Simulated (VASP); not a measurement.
# AlP (kn) (F-43m) in VASP: single point with PBEsol

Aim: the single point of AlP (kn) with PBEsol.

All numbers are computed with VASP 6.6.1; they aren't measurements. Logs are shortened: lines on timing, memory, paths and dates and some standing lists are left out, and cuts for length are marked.

## 1. The cell of the first run

The structure is cubic, space group F-43m (No. 216). Conventional cell: a = 5.470 Å, b = 5.470 Å, c = 5.470 Å, α = 90.00°, β = 90.00°, γ = 90.00°. Within 3.1 Å of Al (site symmetry -43m) lie 4 P at 2.37 Å. P (site symmetry -43m) has 4 Al at 2.37 Å within 3.1 Å.

## 2. Single point, PBEsol

INCAR reads:

```
SYSTEM = AlP
PREC     = Accurate       ! precision mode
ENCUT    = 500            ! plane-wave cutoff, eV
EDIFF    = 1E-6           ! SCF threshold, eV
ISMEAR   = 0              ! smearing method
SIGMA    = 0.02           ! smearing width, eV
LREAL    = .False.        ! projectors in reciprocal space
LASPH    = .True.         ! aspherical terms in the spheres
NELM     = 120            ! most SCF steps
ALGO     = Normal         ! electronic algorithm
ISIF     = 2              ! what is computed and relaxed
LWAVE    = .False.        ! write WAVECAR
LCHARG   = .True.         ! write CHGCAR
GGA      = PS             ! functional
LELF     = .True.         ! ELF
LVHAR    = .True.       
NBANDS   = 11             ! bands
GGA_COMPAT= .False.
```

KPOINTS reads:

```
Automatic mesh
0
Gamma
  6 6 6
  0 0 0
```

POSCAR reads:

```
AlP
1.0
    0.0000000000      2.7351592013      2.7351592013
    2.7351592013      0.0000000000      2.7351592013
    2.7351592013      2.7351592013      0.0000000000
Al P
1 1
Direct
    0.0000000000      0.0000000000      0.0000000000
    0.2500000000      0.2500000000      0.2500000000
```

Potentials or basis: VASP PAW PBE potentials, release 64 (Al, P).

Launch:

```sh
cat potpaw_PBE.64/Al/POTCAR potpaw_PBE.64/P/POTCAR > POTCAR
mpirun -np 1 vasp_std > vasp.out
```

OUTCAR:

```text
SYSTEM = AlP
   PREC = Accurate
   ENCUT = 500
   EDIFF = 1E-6
   ISMEAR = 0
   LREAL = .False.
   LASPH = .True.
   NELM = 120
   ISIF = 2
   GGA = PS

 ion  position               nearest neighbor table
   1  0.000  0.000  0.000-   2 2.37   2 2.37   2 2.37   2 2.37
   2  0.250  0.250  0.250-   1 2.37   1 2.37   1 2.37   1 2.37

  LATTYP: Found a face centered cubic cell.
 ALAT       =     5.4703184026

  Lattice vectors:

 A1 = (   0.0000000000,   2.7351592013,   2.7351592013)
 A2 = (   2.7351592013,   0.0000000000,   2.7351592013)
 A3 = (   2.7351592013,   2.7351592013,   0.0000000000)

Analysis of symmetry for initial positions (statically):
=====================================================================
 Subroutine PRICEL returns:
 Original cell was already a primitive cell.

 Routine SETGRP: Setting up the symmetry group for a
 face centered cubic supercell.

 Subroutine GETGRP returns: Found 24 space group operations
 (whereof 24 operations were pure point group operations)
 out of a pool of 48 trial point group operations.

The static configuration has the point symmetry T_d .

Analysis of symmetry for dynamics (positions and initial velocities):
=====================================================================
 Subroutine PRICEL returns:
 Original cell was already a primitive cell.

 Routine SETGRP: Setting up the symmetry group for a
 face centered cubic supercell.

 Subroutine GETGRP returns: Found 24 space group operations
 (whereof 24 operations were pure point group operations)
 out of a pool of 48 trial point group operations.

The dynamic configuration has the point symmetry T_d .

 Subroutine INISYM returns: Found 24 space group operations
 (whereof 24 operations are pure point group operations),
 and found     1 'primitive' translations

----------------------------------------------------------------------------------------

                                     Primitive cell

  volume of cell :      40.9240

  direct lattice vectors                    reciprocal lattice vectors
     0.000000000  2.735159201  2.735159201    -0.182804716  0.182804716  0.182804716
     2.735159201  0.000000000  2.735159201     0.182804716 -0.182804716  0.182804716
     2.735159201  2.735159201  0.000000000     0.182804716  0.182804716 -0.182804716

  length of vectors
     3.868099238  3.868099238  3.868099238     0.316627055  0.316627055  0.316627055

  position of ions in fractional coordinates (direct lattice)
     0.000000000  0.000000000  0.000000000
     0.250000000  0.250000000  0.250000000

  ion indices of the primitive-cell ions
   primitive index   ion index
                 1           1
                 2           2

----------------------------------------------------------------------------------------

 KPOINTS: Automatic mesh

Automatic generation of k-mesh.
 Grid dimensions read from file:
 generate k-points for:    6    6    6

 Generating k-lattice:

  Cartesian coordinates                     Fractional coordinates (reciprocal lattice)
    -0.030467453  0.030467453  0.030467453     0.166666667  0.000000000  0.000000000
     0.030467453 -0.030467453  0.030467453     0.000000000  0.166666667  0.000000000
     0.030467453  0.030467453 -0.030467453     0.000000000  0.000000000  0.166666667

  Length of vectors
     0.052771176  0.052771176  0.052771176

  Shift w.r.t. Gamma in fractional coordinates (k-lattice)
     0.000000000  0.000000000  0.000000000

 Subroutine IBZKPT returns following result:
 ===========================================

 Found     16 irreducible k-points:

 Following reciprocal coordinates:
            Coordinates               Weight
  0.000000  0.000000  0.000000      1.000000
  0.166667  0.000000  0.000000      8.000000
  0.333333  0.000000  0.000000      8.000000
  0.500000  0.000000  0.000000      4.000000
  0.166667  0.166667  0.000000      6.000000
  0.333333  0.166667  0.000000     24.000000
[... 8 lines left out ...]
 -0.333333  0.333333  0.166667     24.000000
 -0.333333  0.500000  0.166667     12.000000
   k-points           NKPTS =     16   k-points in BZ     NKDIM =     16   number of bands    NBANDS=     11
   number of dos      NEDOS =    301   number of ions     NIONS =      2
   total plane-waves  NPLWV =  21952
   dimension x,y,z NGX =    28 NGY =   28 NGZ =   28
   dimension x,y,z NGXF=    56 NGYF=   56 NGZF=   56
   ions per type =               1   1
   NGX,Y,Z   is equivalent  to a cutoff of  12.03, 12.03, 12.03 a.u.
   NGXF,Y,Z  is equivalent  to a cutoff of  24.07, 24.07, 24.07 a.u.
 SYSTEM =  AlP
   PREC   = accura    normal or accurate (medium, high low for compatibility)
   ISTART =      0    job   : 0-new  1-cont  2-samecut
   ICHARG =      2    charge: 1-file 2-atom 10-const
   ISPIN  =      1    spin polarized calculation?
   LNONCOLLINEAR =      F non collinear calculations
   LSORBIT =      F    spin-orbit coupling
   LASPH  =      T    aspherical Exc in radial PAW
   ENCUT  =  500.0 eV  36.75 Ry    6.06 a.u.   7.05  7.05  7.05*2*pi/ulx,y,z
   NELM   =    120;   NELMIN=  2; NELMDL= -5     # of ELM steps
   EDIFF  = 0.1E-05   stopping-criterion for ELM
   LREAL  =      F    real-space projection
   EDIFFG = 0.1E-04   stopping-criterion for IOM
   NSW    =      0    number of steps for IOM
   IBRION =     -1    ionic relax: 0-MD 1-quasi-New 2-CG
   NFREE  =      0    steps in history (QN), initial steepest desc. (CG)
   ISIF   =      2    stress and relaxation
   ISYM   =      2    0-nonsym 1-usesym 2-fastsym
   POTIM  = 0.5000    time-step for ionic-motion
   TEBEG  =    0.0;   TEEND  =   0.0 temperature during run
   PSTRESS=    0.0 pullay stress
   NELECT =       8.0000    total number of electrons
   NUPDOWN=      -1.0000    fix difference up-down
   EMIN   =  10.00;   EMAX   =-10.00  energy-range for DOS
   EFERMI =   0.00;   METHOD = LEGACY
   ISMEAR =     0;   SIGMA  =   0.02  broadening in eV -4-tet -1-fermi 0-gaus
   EFERMI_NEDOS =   21; number of points for ismear=-14 and -15
   IALGO  =     38    algorithm
   IMIX   =      4    mixing-type and parameters
     AMIX     =   0.40;   BMIX     =  1.00
     AMIX_MAG =   1.60;   BMIX_MAG =  1.00
  volume/ion in A,a.u.               =      20.46       138.08
  Fermi-wavevector in a.u.,A,eV,Ry     =   0.950121  1.795468 12.282384  0.902730
  Thomas-Fermi vector in A             =   2.078468
   LORBIT       =      0    0 simple, 1 ext, 2 COOP (PROOUT), +10 PAW based schemes
   GGA     = PS    functional components
   LHFCALC =     F    Hartree Fock is set to
   AEXX    =    0.0000 exact exchange contribution
   IVDW    =     0    specifies the selected vdW correction
   LEPSILON=     F    determine dielectric tensor
   LRPA    =     F    only Hartree local field effects (RPA)
 non-spin polarized calculation
 Gauss-broadening in eV      SIGMA  =   0.02
  energy-cutoff  :      500.00
  volume of cell :       40.92
 maximum number of plane-waves:      1056
   NGX = 15   NGY = 15   NGZ = 15

 number of electron       8.0000000 magnetization

 Free energy of the ion-electron system (eV)
  ---------------------------------------------------
  ext. energy  EPLUGINS =         0.00000000
  ---------------------------------------------------
  free energy    TOTEN  =       -10.98686839 eV

  energy without entropy =      -10.98686839  energy(sigma->0) =      -10.98686839

 E-fermi :   4.6363     XC(G=0):  -9.3415

 val. band max:        4.4884614369   @ k =   0.0000   0.0000   0.0000
 cond. band min:       5.9341596954   @ k =   0.5000   0.5000   0.0000
 fundamental gap:      1.4456982586
 Fermi energy:         4.6362597303

 k-point     1 :       0.0000    0.0000    0.0000
  band No.  band energies     occupation
      1      -7.0074      2.00000
      2       4.4885      2.00000
      3       4.4885      2.00000
      4       4.4885      2.00000
      5       7.6429      0.00000
      6       8.9893      0.00000
      7       8.9893      0.00000
      8       8.9893      0.00000
      9      13.2814      0.00000
     10      13.2814      0.00000
     11      14.5410      0.00000

 k-point     2 :       0.1667    0.0000    0.0000
  band No.  band energies     occupation
      1      -6.7040      2.00000
      2       2.5966      2.00000
      3       4.2448      2.00000
      4       4.2448      2.00000
      5       8.0073      0.00000
      6       9.4233      0.00000
      7       9.4233      0.00000
      8      10.0449      0.00000
      9      12.6137      0.00000
     10      12.6137      0.00000
     11      15.1239      0.00000

 k-point     3 :       0.3333    0.0000    0.0000
  band No.  band energies     occupation
      1      -5.9126      2.00000
      2       0.1258      2.00000
      3       3.8731      2.00000
      4       3.8731      2.00000
      5       7.4367      0.00000
      6       9.4648      0.00000
      7       9.4648      0.00000
      8      12.2566      0.00000
      9      13.5458      0.00000
     10      13.5458      0.00000
     11      14.6139      0.00000

 k-point     4 :       0.5000    0.0000    0.0000
  band No.  band energies     occupation
      1      -5.3220      2.00000
      2      -1.0698      2.00000
      3       3.7236      2.00000
      4       3.7236      2.00000
      5       7.1980      0.00000
      6       9.2316      0.00000
      7       9.2316      0.00000
      8      12.5501      0.00000
      9      15.9823      0.00000
     10      15.9823      0.00000
     11      16.1299      0.00000
[... 127 lines left out ...]
 k-point    14 :       0.5000    0.3333    0.1667
  band No.  band energies     occupation
      1      -5.2858      2.00000
      2       0.0500      2.00000
      3       1.7889      2.00000
      4       2.8833      2.00000
      5       8.2419      0.00000
      6       9.2332      0.00000
      7       9.8999      0.00000
      8      12.6302      0.00000
      9      13.7492      0.00000
     10      15.8660      0.00000
     11      17.7825      0.00000

 k-point    15 :      -0.3333    0.3333    0.1667
  band No.  band energies     occupation
      1      -4.8225      2.00000
      2      -0.5178      2.00000
      3       1.3310      2.00000
      4       2.4867      2.00000
      5       8.4366      0.00000
      6       9.3662      0.00000
      7      11.2930      0.00000
      8      12.0494      0.00000
      9      13.2848      0.00000
     10      16.3081      0.00000
     11      17.3287      0.00000

 k-point    16 :      -0.3333    0.5000    0.1667
  band No.  band energies     occupation
      1      -4.6206      2.00000
      2      -0.5637      2.00000
      3       1.5529      2.00000
      4       1.7923      2.00000
      5       7.6928      0.00000
      6       8.7149      0.00000
      7      12.0393      0.00000
      8      12.4108      0.00000
      9      15.6074      0.00000
     10      16.4148      0.00000
     11      17.6172      0.00000

------------------------ aborting loop because EDIFF is reached ----------------------------------------

  FORCE on cell =-STRESS in cart. coord.  units (eV):
  Direction    XX          YY          ZZ          XY          YZ          ZX
  --------------------------------------------------------------------------------------
  -------------------------------------------------------------------------------------
  Total        0.0204366      0.0204366      0.0204366      0.0000000      0.0000000     -0.0000000
  in kB        0.8000951      0.8000951      0.8000951      0.0000000      0.0000000     -0.0000000
  external PRESSURE =       0.8000951 kB  Pullay stress =       0.0000000 kB

 VOLUME and BASIS-vectors are now :
 -----------------------------------------------------------------------------
  energy-cutoff  :      500.00
  volume of cell :       40.92
      direct lattice vectors                 reciprocal lattice vectors
     0.000000000  2.735159201  2.735159201    -0.182804716  0.182804716  0.182804716
     2.735159201  0.000000000  2.735159201     0.182804716 -0.182804716  0.182804716
     2.735159201  2.735159201  0.000000000     0.182804716  0.182804716 -0.182804716

 POSITION                                       TOTAL-FORCE (eV/Angst)
 -----------------------------------------------------------------------------------
      0.00000      0.00000      0.00000         0.000000      0.000000      0.000000
      1.36758      1.36758      1.36758        -0.000000     -0.000000     -0.000000
 -----------------------------------------------------------------------------------
    total drift:                                0.000000      0.000000      0.000000

  FREE ENERGIE OF THE ION-ELECTRON SYSTEM (eV)
  ---------------------------------------------------
  free  energy   TOTEN  =       -10.9868683931 eV

  energy  without entropy=      -10.9868683931  energy(sigma->0) =      -10.98686839
```

It took 7.6 s on 1 thread of Intel Xeon 6975P-C (Granite Rapids), shared host; peak memory 0.14 GiB.

What came out:

```
Free energy            : -10.9869 eV
Pressure               : 0.1 GPa
Band gap on the k mesh : 1.45 eV, indirect (least direct gap 3.15 eV)
```

Caveat: the PAW data sets were made with another functional, which shifts forces and pressure a little.
